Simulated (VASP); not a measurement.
# CaTi3Se4 (P-43m) in VASP: a series of runs

CaTi3Se4 is run at these levels: PBE; tasks: single point.

Program: VASP 6.6.1. These are calculated values, not measurements. Logs are shortened: lines on timing, memory, paths and dates and some standing lists are left out, and cuts for length are marked.

### 1 The cell of the first run

It takes space group P-43m (No. 215, cubic). Conventional cell: a = 6.035 Å, b = 6.035 Å, c = 6.035 Å, α = 90.00°, β = 90.00°, γ = 90.00°. Ca (site symmetry -43m) has 4 Se at 2.83 Å within 3.7 Å. Within 3.4 Å of Ti (site symmetry -42m) lie 4 Se at 2.55 Å. Within 3.4 Å of Se (site symmetry 3m) lie 3 Ti at 2.55 Å and 1 Ca at 2.83 Å.

### 2 Single point, PBE, collinear spin

Contents of INCAR:

```
SYSTEM = CaTi3Se4
  ALGO = Normal
  EDIFF = 1E-6
  ENCUT = 520
  GGA = PE
  ISIF = 2
  ISMEAR = 0
  ISPIN = 2
  LASPH = .TRUE.
  LCHARG = .TRUE.
  LELF = .TRUE.
  LMAXMIX = 4
  LORBIT = 11
  LREAL = .FALSE.
  LVHAR = .TRUE.
  LWAVE = .FALSE.
  MAGMOM = 0 1 1 1 0 0 0 0
  NBANDS = 49
  NELM = 150
  PREC = Accurate
  SIGMA = 0.1
```

Contents of KPOINTS:

```
k-points
0
G
  4 4 4
  0 0 0
```

Contents of POSCAR:

```
CaTi3Se4
1.0
    6.0350056411      0.0000000000      0.0000000000
    0.0000000000      6.0350056411      0.0000000000
    0.0000000000      0.0000000000      6.0350056411
Ca Ti Se
1 3 4
Direct
    0.5000000000      0.5000000000      0.5000000000
    0.0000000000      0.0000000000      0.5000000000
    0.0000000000      0.5000000000      0.0000000000
    0.5000000000      0.0000000000      0.0000000000
    0.2291112443      0.2291112443      0.2291112443
    0.2291112443      0.7708887557      0.7708887557
    0.7708887557      0.2291112443      0.7708887557
    0.7708887557      0.7708887557      0.2291112443
```

Potentials or basis: VASP PAW PBE potentials, release 64 (Ca_sv, Ti_sv, Se).

Started as:

```bash
> cat potpaw_PBE.64/Ca_sv/POTCAR potpaw_PBE.64/Ti_sv/POTCAR potpaw_PBE.64/Se/POTCAR > POTCAR
> mpirun -np 1 vasp_std > vasp.out
```

OUTCAR:

```text
SYSTEM = CaTi3Se4
   EDIFF = 1E-6
   ENCUT = 520
   GGA = PE
   ISIF = 2
   ISMEAR = 0
   ISPIN = 2
   LASPH = .TRUE.
   LORBIT = 11
   LREAL = .FALSE.
   NELM = 150
   PREC = Accurate

 ion  position               nearest neighbor table
   1  0.500  0.500  0.500-   5 2.83   6 2.83   7 2.83   8 2.83
   2  0.000  0.000  0.500-   5 2.55   6 2.55   7 2.55   8 2.55
   3  0.000  0.500  0.000-   5 2.55   6 2.55   7 2.55   8 2.55
   4  0.500  0.000  0.000-   5 2.55   6 2.55   7 2.55   8 2.55
   5  0.229  0.229  0.229-   2 2.55   3 2.55   4 2.55   1 2.83
   6  0.229  0.771  0.771-   2 2.55   3 2.55   4 2.55   1 2.83
   7  0.771  0.229  0.771-   2 2.55   3 2.55   4 2.55   1 2.83
   8  0.771  0.771  0.229-   2 2.55   3 2.55   4 2.55   1 2.83

  LATTYP: Found a simple cubic cell.
 ALAT       =     6.0350056411

  Lattice vectors:

 A1 = (   6.0350056411,   0.0000000000,   0.0000000000)
 A2 = (   0.0000000000,   6.0350056411,   0.0000000000)
 A3 = (   0.0000000000,   0.0000000000,   6.0350056411)

Analysis of symmetry for initial positions (statically):
=====================================================================
 Subroutine PRICEL returns:
 Original cell was already a primitive cell.

 Routine SETGRP: Setting up the symmetry group for a
 simple cubic supercell.

 Subroutine GETGRP returns: Found 24 space group operations
 (whereof 24 operations were pure point group operations)
 out of a pool of 48 trial point group operations.

The static configuration has the point symmetry T_d .

Analysis of symmetry for dynamics (positions and initial velocities):
=====================================================================
 Subroutine PRICEL returns:
 Original cell was already a primitive cell.

 Routine SETGRP: Setting up the symmetry group for a
 simple cubic supercell.

 Subroutine GETGRP returns: Found 24 space group operations
 (whereof 24 operations were pure point group operations)
 out of a pool of 48 trial point group operations.

The dynamic configuration has the point symmetry T_d .

Analysis of structural, dynamic, and magnetic symmetry:
=====================================================================
 Subroutine PRICEL returns:
 Original cell was already a primitive cell.

 Routine SETGRP: Setting up the symmetry group for a
 simple cubic supercell.

[... 141 lines left out ...]

 Free energy of the ion-electron system (eV)
  ---------------------------------------------------
  ext. energy  EPLUGINS =         0.00000000
  ---------------------------------------------------
  free energy    TOTEN  =       -46.40504777 eV

  energy without entropy =      -46.36209834  energy(sigma->0) =      -46.38357305

 E-fermi :   4.2354     XC(G=0):  -8.7756

 val. band max:        4.1962050994   @ k =   0.5000   0.2500   0.2500
 cond. band min:       4.2628632923   @ k =   0.5000   0.0000   0.0000
 fundamental gap:      0.0666581929
 Fermi energy:         4.2354265278

 spin component 1

 k-point     1 :       0.0000    0.0000    0.0000
  band No.  band energies     occupation
      1     -53.5831      1.00000
      2     -53.5822      1.00000
      3     -53.5822      1.00000
      4     -37.6252      1.00000
      5     -29.9221      1.00000
      6     -29.9221      1.00000
[... 489 lines left out ...]
     46       6.0579      0.00000
     47       6.0579      0.00000
 Fermi energy:         4.2354265278

 spin component 2

 k-point     1 :       0.0000    0.0000    0.0000
  band No.  band energies     occupation
      1     -52.1584      1.00000
      2     -52.1574      1.00000
      3     -52.1574      1.00000
      4     -37.5753      1.00000
      5     -28.4827      1.00000
      6     -28.4827      1.00000
[... 489 lines left out ...]
     46       6.9405      0.00000
     47       7.0274      0.00000
 [bands above 47 left out]

------------------------ aborting loop because EDIFF is reached ----------------------------------------

  FORCE on cell =-STRESS in cart. coord.  units (eV):
  Direction    XX          YY          ZZ          XY          YZ          ZX
  --------------------------------------------------------------------------------------
  -------------------------------------------------------------------------------------
  Total        0.2045321      0.2045321      0.2045321     -0.0000000      0.0000000     -0.0000000
  in kB        1.4908672      1.4908672      1.4908672     -0.0000000      0.0000000     -0.0000000
  external PRESSURE =       1.4908672 kB  Pullay stress =       0.0000000 kB

 VOLUME and BASIS-vectors are now :
 -----------------------------------------------------------------------------
  energy-cutoff  :      520.00
  volume of cell :      219.80
      direct lattice vectors                 reciprocal lattice vectors
     6.035005641  0.000000000  0.000000000     0.165699928  0.000000000  0.000000000
     0.000000000  6.035005641  0.000000000     0.000000000  0.165699928  0.000000000
     0.000000000  0.000000000  6.035005641     0.000000000  0.000000000  0.165699928

 POSITION                                       TOTAL-FORCE (eV/Angst)
 -----------------------------------------------------------------------------------
      3.01750      3.01750      3.01750        -0.000000      0.000000      0.000000
      0.00000      0.00000      3.01750        -0.000000      0.000000      0.000000
      0.00000      3.01750      0.00000        -0.000000      0.000000      0.000000
      3.01750      0.00000      0.00000        -0.000000      0.000000     -0.000000
      1.38269      1.38269      1.38269        -0.022947     -0.022947     -0.022947
      1.38269      4.65232      4.65232        -0.022947      0.022947      0.022947
      4.65232      1.38269      4.65232         0.022947     -0.022947      0.022947
      4.65232      4.65232      1.38269         0.022947      0.022947     -0.022947
 -----------------------------------------------------------------------------------
    total drift:                               -0.000000     -0.000000      0.000000

  FREE ENERGIE OF THE ION-ELECTRON SYSTEM (eV)
  ---------------------------------------------------
  free  energy   TOTEN  =       -46.4050477672 eV

  energy  without entropy=      -46.3620983403  energy(sigma->0) =      -46.38357305

 total charge

# of ion       s       p       d       tot
------------------------------------------
    1        2.040   5.849   0.257   8.146
    2        2.149   6.067   2.003  10.219
    3        2.149   6.067   2.003  10.219
    4        2.149   6.067   2.003  10.219
    5        1.432   2.478   0.034   3.943
    6        1.432   2.478   0.034   3.943
    7        1.432   2.478   0.034   3.943
    8        1.432   2.478   0.034   3.943
--------------------------------------------------
tot         14.215  33.960   6.403  54.577

 magnetization (x)

# of ion       s       p       d       tot
------------------------------------------
    1        0.000   0.003   0.051   0.055
    2        0.019   0.015   1.446   1.480
    3        0.019   0.015   1.446   1.480
    4        0.019   0.015   1.446   1.480
    5       -0.007  -0.072   0.029  -0.050
    6       -0.007  -0.072   0.029  -0.050
    7       -0.007  -0.072   0.029  -0.050
    8       -0.007  -0.072   0.029  -0.050
--------------------------------------------------
tot          0.029  -0.237   4.504   4.295
```

OSZICAR:

```text
N       E                     dE             d eps       ncg     rms          rms(c)
DAV:   1     0.800294481330E+03    0.80029E+03   -0.32584E+04  2040   0.139E+03
DAV:   2     0.568965247261E+02   -0.74340E+03   -0.71897E+03  2001   0.428E+02
DAV:   3    -0.405296226615E+02   -0.97426E+02   -0.95647E+02  2918   0.137E+02
[... 11 lines left out ...]
DAV:  15    -0.464049914984E+02   -0.74265E-04   -0.79739E-04  2792   0.976E-02    0.343E-02
DAV:  16    -0.464050272785E+02   -0.35780E-04   -0.10274E-04  2647   0.393E-02    0.326E-02
DAV:  17    -0.464050427107E+02   -0.15432E-04   -0.34616E-05  2520   0.228E-02    0.151E-02
DAV:  18    -0.464050460220E+02   -0.33113E-05   -0.10101E-05  2400   0.124E-02    0.769E-03
DAV:  19    -0.464050473674E+02   -0.13454E-05   -0.29020E-06  1957   0.838E-03    0.293E-03
DAV:  20    -0.464050477672E+02   -0.39987E-06   -0.36532E-07  1354   0.378E-03
   1 F= -.46405048E+02 E0= -.46383573E+02  d E =-.429494E-01  mag=     5.9966
```

Run time: 11 min. Hardware: 1 thread of Oxide Virtual Turin-like, shared host; peak memory 0.47 GiB.

Results:

* Free energy: -46.4050 eV
* Pressure: 0.1 GPa
* Largest force: 0.040 eV/Å
* Band gap on the k mesh: zero (filled and empty bands overlap)
* Net moment: 6.00 μB per cell
* Site moments: Ca +0.06; Ti +1.48; Se -0.05 μB
* Valence electrons inside the program's atomic spheres: Ca 8.15; Ti 10.22; Se 3.94

Forces on the atoms (eV/Å):
```
Ca   0.000  0.000  0.000
Ti   0.000  0.000  0.000
Ti   0.000  0.000  0.000
Ti   0.000  0.000  0.000
Se  -0.023 -0.023 -0.023
Se  -0.023  0.023  0.023
Se   0.023 -0.023  0.023
Se   0.023  0.023 -0.023
```

Levels at points of the mesh, in eV from the Fermi level:
Spin up:
```
           k point  band 34  band 35  band 36  band 37  band 38  band 39  band 40  band 41  band 42  band 43
(0.00, 0.00, 0.00)    -0.82    -0.82    -0.27    -0.27    -0.16    -0.16     0.11     0.13     0.64     0.64
(0.50, 0.00, 0.00)    -0.69    -0.69    -0.34    -0.33    -0.15     0.03     0.27     0.77     0.93     0.93
(0.50, 0.50, 0.00)    -0.29    -0.29    -0.10    -0.08    -0.08     0.15     0.46     0.46     0.62     0.88
(0.50, 0.50, 0.50)    -0.14    -0.14    -0.12    -0.12    -0.12     0.44     0.66     0.66     0.66     1.08
```
Spin down:
| k point | band 30 | band 31 | band 32 | band 33 | band 34 | band 35 |
| --- | --- | --- | --- | --- | --- | --- |
| (0.00, 0.00, 0.00) | -3.07 | -3.07 | -3.07 | 0.14 | 0.14 | 0.14 |
| (0.50, 0.00, 0.00) | -3.53 | -3.08 | -3.08 | 0.26 | 0.26 | 0.63 |
| (0.50, 0.50, 0.00) | -3.45 | -3.13 | -3.13 | 0.99 | 0.99 | 1.03 |
| (0.50, 0.50, 0.50) | -3.07 | -3.07 | -3.07 | 1.08 | 1.08 | 1.08 |

### 3 Single point, PBE, collinear spin

This run uses another cell than the first one, of 27.66 Å³/atom.

Contents of INCAR:

```
ALGO = Normal ; EDIFF = 1E-7
ENCUT = 520 ; GGA = PE
ISIF = 2 ; ISMEAR = 0
ISPIN = 2 ; LASPH = T
LCHARG = T ; LELF = T
LMAXMIX = 4 ; LORBIT = 11
LREAL = F ; LVHAR = T
LWAVE = F ; MAGMOM = 0 1 1 1 0 0 0 0
NBANDS = 49 ; NELM = 150
PREC = Accurate ; SIGMA = 0.1
```

Contents of KPOINTS:

```
k-points
0
Gamma
  4 4 4
```

Contents of POSCAR:

```
CaTi3Se4
1.0
    6.0483214200      0.0000000000      0.0000000000
    0.0000000000      6.0483214200      0.0000000000
    0.0000000000      0.0000000000      6.0483214200
Ca Ti Se
1 3 4
Direct
    0.5000000000      0.5000000000      0.5000000000
    0.0000000000      0.0000000000      0.5000000000
    0.0000000000      0.5000000000      0.0000000000
    0.5000000000      0.0000000000      0.0000000000
    0.2500000000      0.2500000000      0.2500000000
    0.2500000000      0.7500000000      0.7500000000
    0.7500000000      0.2500000000      0.7500000000
    0.7500000000      0.7500000000      0.2500000000
```

Potentials or basis: VASP PAW PBE potentials, release 64 (Ca_sv, Ti_sv, Se).

Started as:

```bash
> cat potpaw_PBE.64/Ca_sv/POTCAR potpaw_PBE.64/Ti_sv/POTCAR potpaw_PBE.64/Se/POTCAR > POTCAR
> mpirun -np 1 vasp_std > vasp.out
```

Run time: 13 min. Hardware: 1 thread of Oxide Virtual Turin-like, shared host; peak memory 0.47 GiB.

It converged, with:

```
Free energy                                           : -45.7215 eV
Pressure                                              : 0.4 GPa
Band gap on the k mesh                                : zero (filled and empty bands overlap)
Net moment                                            : 6.00 μB per cell
Site moments                                          : Ca +0.04; Ti +1.52; Se -0.06 μB
Valence electrons inside the program's atomic spheres : Ca 8.29; Ti 10.16; Se 3.94
```

Levels at points of the mesh, in eV from the Fermi level:
Spin up:
```tsv
k point	band 36	band 37	band 38	band 39	band 40	band 41
(0.00, 0.00, 0.00)	-0.28	-0.28	-0.03	-0.02	-0.02	0.06
(0.50, 0.00, 0.00)	-0.46	-0.25	-0.12	0.04	0.10	0.62
(0.50, 0.50, 0.00)	-0.08	-0.08	0.07	0.07	0.28	0.28
(0.50, 0.50, 0.50)	-0.04	-0.04	-0.04	0.23	0.49	0.49
```
Spin down:
```tsv
k point	band 30	band 31	band 32	band 33	band 34	band 35
(0.00, 0.00, 0.00)	-3.14	-3.14	-3.14	0.17	0.17	0.17
(0.50, 0.00, 0.00)	-3.42	-3.19	-3.19	0.26	0.26	0.70
(0.50, 0.50, 0.00)	-3.32	-3.16	-3.16	1.02	1.02	1.05
(0.50, 0.50, 0.50)	-3.17	-3.17	-3.17	1.30	1.35	1.35
```
